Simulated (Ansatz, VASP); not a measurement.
## InB4Pt: VASP beside Ansatz

Contents of INCAR:

```
SYSTEM = InB4Pt
PREC = Accurate
ENCUT = 600
EDIFF = 1E-6
ISMEAR = 0
SIGMA = 0.1
LREAL = .FALSE.
LASPH = .TRUE.
NELM = 100
ALGO = Normal
ISIF = 3
LWAVE = .FALSE.
LCHARG = .FALSE.
GGA = PE
IBRION = 2
NSW = 100
EDIFFG = -0.01
```

The input KPOINTS:

```
regular mesh
0
G
  10 10 8
  0 0 0
```

Contents of POSCAR:

```
InB4Pt
1.0
    4.3274129706      0.0000000000      0.0000000000
    0.0000000000      4.3274129706      0.0000000000
    0.0000000000      0.0000000000      4.9366904134
In B Pt
1 4 1
Direct
    0.0000000000      0.0000000000      0.0000000000
    0.0000000000      0.5000000000      0.8223689138
    0.5000000000      0.0000000000      0.8223689138
    0.0000000000      0.5000000000      0.1776310862
    0.5000000000      0.0000000000      0.1776310862
    0.0000000000      0.0000000000      0.5000000000
```

Input for Ansatz:

```yaml
crystal:
  lattice:
    - [4.3274129706, 0.0, 0.0]
    - [0.0, 4.3274129706, 0.0]
    - [0.0, 0.0, 4.9366904134]
  atoms:
    - { symbol: In, position: [0.0, 0.0, 0.0] }
    - { symbol: B, position: [0.0, 0.5, 0.8223689138] }
    - { symbol: B, position: [0.5, 0.0, 0.8223689138] }
    - { symbol: B, position: [0.0, 0.5, 0.1776310862] }
    - { symbol: B, position: [0.5, 0.0, 0.1776310862] }
    - { symbol: Pt, position: [0.0, 0.0, 0.5] }
basis:
  ecutwfc: 420
kpoints:
  mp_grid: { grid: [10, 10, 8] }
hamiltonian:
  xc: pbe
scf:
  occupations: { method: gaussian, width: 0.1 }
output:
  forces: true
  stress: true
  eigenvalues: true
  write_density: true
  write_potential: true
  elf: true
  volumetric_format: npy
relax:
  adjacent_minimum: "off"
  f_tol: 0.01
  max_steps: 80
  cell: { stress_tol: 0.05 }
```

Alike in both runs: task relaxation of cell and atoms; functional PBE; k mesh 10 × 10 × 8; occupations gaussian, width 0.1 eV; no spin polarisation.

|  | VASP | Ansatz |
| --- | --- | --- |
| version | VASP 6.6.1 | Ansatz 0.2.0 |
| potentials or method | VASP PAW PBE potentials, release 64 (In_d, B, Pt), cutoff 600 eV | scalar-relativistic, plane waves, PAW |
| valence electrons in the cell | 35 | 43 |

VASP gave:

```
gap on the k mesh at the Fermi level, each at its own relaxed structure (eV) : none
relaxed volume (Å³/atom)                                                     : 15.37
relaxed cell length with the largest relative difference (Å)                 : 4.931
```

**Question.** Estimate Ansatz's values.

**Answer.** gap on the k mesh at the Fermi level, each at its own relaxed structure (eV): none; relaxed volume (Å³/atom): 15.37; relaxed cell length with the largest relative difference (Å): 4.930.

A gap of «none» marks a metal or a gap that the smearing closes. VASP's potentials hold 35 valence electrons a cell and Ansatz's 43, so a difference there can come from the potentials and not from the codes.

Spin-orbit coupling is off throughout.
